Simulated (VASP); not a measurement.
Here is a VASP 6.6.1 calculation.

File INCAR:

```
SYSTEM = BaTl2B
ALGO = Normal
EDIFF = 1E-7
EDIFFG = -0.04
ENCUT = 600
GGA = PE
IBRION = 2
ISIF = 3
ISMEAR = 0
LASPH = .True.
LCHARG = .False.
LREAL = .False.
LWAVE = .False.
NELM = 100
NSW = 90
PREC = Accurate
SIGMA = 0.1
```

KPOINTS

```
k-points
0
Gamma
  6 6 1
  0 0 0
```

POSCAR

```
BaTl2B
1.0
    3.6717019999      0.0000000000      0.0000000000
   -1.8358510000      3.1797872070      0.0000000000
    0.0000000000      0.0000000000     16.4327921675
Ba Tl B
2 4 2
Direct
    0.3333333333      0.6666666667      0.7500000000
    0.6666666667      0.3333333333      0.2500000000
    0.3333333333      0.6666666667      0.4140000000
    0.6666666667      0.3333333333      0.9140000000
    0.6666666667      0.3333333333      0.5860000000
    0.3333333333      0.6666666667      0.0860000000
    0.0000000000      0.0000000000      0.5000000000
    0.0000000000      0.0000000000      0.0000000000
```

Potentials or basis: VASP PAW PBE potentials, release 64 (Ba_sv, Tl_d, B).

Launch:

```console
$ cat potpaw_PBE.64/Ba_sv/POTCAR potpaw_PBE.64/Tl_d/POTCAR potpaw_PBE.64/B/POTCAR > POTCAR
$ mpirun -np 1 vasp_std > vasp.out
```

Question: What does it give for the band gap on the k mesh?

Answer: Zero (bands 39 and 40 overlap by 1.14 eV).

Question: Predict the relaxed cell.

Answer: a = 4.498 Å, b = 4.498 Å, c = 13.041 Å, α = 90.00°, β = 90.00°, γ = 120.00°.

Question: Estimate the relaxed volume.

Answer: 28.56 Å³/atom.

Final structure:
```xyz
8
Lattice="4.4981 0.0000 0.0000 -2.2491 3.8955 0.0000 0.0000 0.0000 13.0409" Properties=species:S:1:pos:R:3 pbc="T T T"
Ba    0.0000    2.5970    9.7807
Ba    2.2491    1.2985    3.2602
Tl    0.0000    2.5970    5.5778
Tl    2.2491    1.2985   12.0982
Tl    2.2491    1.2985    7.4631
Tl    0.0000    2.5970    0.9427
B     0.0000    0.0000    6.5204
B     0.0000    0.0000    0.0000
```

Caveat: the k points lie up to 0.48 Å⁻¹ apart in the final cell, too coarse for converged energies and pressures of a metal; the volume moved by over 15 % at a fixed basis, so the end points are rough; spin-orbit coupling is left out, which moves the levels of the heavy elements.
